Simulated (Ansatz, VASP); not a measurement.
**In3P: VASP beside Ansatz**

File INCAR:

```
PREC = Accurate
ENCUT = 600
EDIFF = 1E-7
ISMEAR = 0
SIGMA = 0.1
LREAL = False
LASPH = True
NELM = 80
ALGO = Normal
ISIF = 3
LWAVE = False
LCHARG = False
GGA = PE
IBRION = 2
NSW = 90
EDIFFG = -0.04
```

The input KPOINTS:

```
Automatic mesh
0
Gamma
  6 6 6
```

POSCAR

```
In3P
1.0
    3.0453995800      1.7582622700      3.2782798600
   -3.0453995800      1.7582622700      3.2782798600
    0.0000000000     -3.5165245300      3.2782798600
In P
3 1
Direct
    0.0000000000      0.0000000000      0.5000000000
    0.5000000000      0.0000000000      0.0000000000
    0.0000000000      0.5000000000      0.0000000000
    0.0000000000      0.0000000000      0.0000000000
```

Input for Ansatz:

```yaml
crystal:
  lattice:
    - [3.04539958, 1.75826227, 3.27827986]
    - [-3.04539958, 1.75826227, 3.27827986]
    - [0.0, -3.51652453, 3.27827986]
  atoms:
    - { symbol: In, position: [0.0, 0.0, 0.5] }
    - { symbol: In, position: [0.5, 0.0, 0.0] }
    - { symbol: In, position: [0.0, 0.5, 0.0] }
    - { symbol: P, position: [0.0, 0.0, 0.0] }
basis:
  ecutwfc: 420
kpoints:
  mp_grid: { grid: [6, 6, 6] }
hamiltonian:
  xc: pbe
scf:
  occupations: { method: gaussian, width: 0.1 }
  lower_state_search: "off"
output:
  forces: true
  stress: true
  eigenvalues: true
relax:
  adjacent_minimum: "off"
  f_tol: 0.04
  max_steps: 70
  cell: { stress_tol: 0.4 }
```

Alike in both runs: task relaxation of cell and atoms; functional PBE; k mesh 6 × 6 × 6; occupations gaussian, width 0.1 eV; no spin polarisation.

|  | VASP | Ansatz |
| --- | --- | --- |
| version | VASP 6.6.1 | Ansatz 0.2.0 |
| potentials or method | VASP PAW PBE potentials, release 64 (In_d, P), cutoff 600 eV | scalar-relativistic, plane waves, PAW |
| valence electrons in the cell | 44 | 44 |

|  | VASP | Ansatz | Ansatz less VASP |
| --- | --- | --- | --- |
| gap on the k mesh at the Fermi level, each at its own relaxed structure (eV) | none | none | - |
| relaxed volume (Å³/atom) | 35.47 | 35.60 | +0.126 |
| relaxed length of the cell vector where the two differ most in proportion (Å) | 5.636 | 5.652 | +0.0161 |

A gap of «none» marks a metal or a gap that the smearing closes.

Noted on VASP's run: the volume moved by over 15 % at a fixed basis, so the end points are rough.
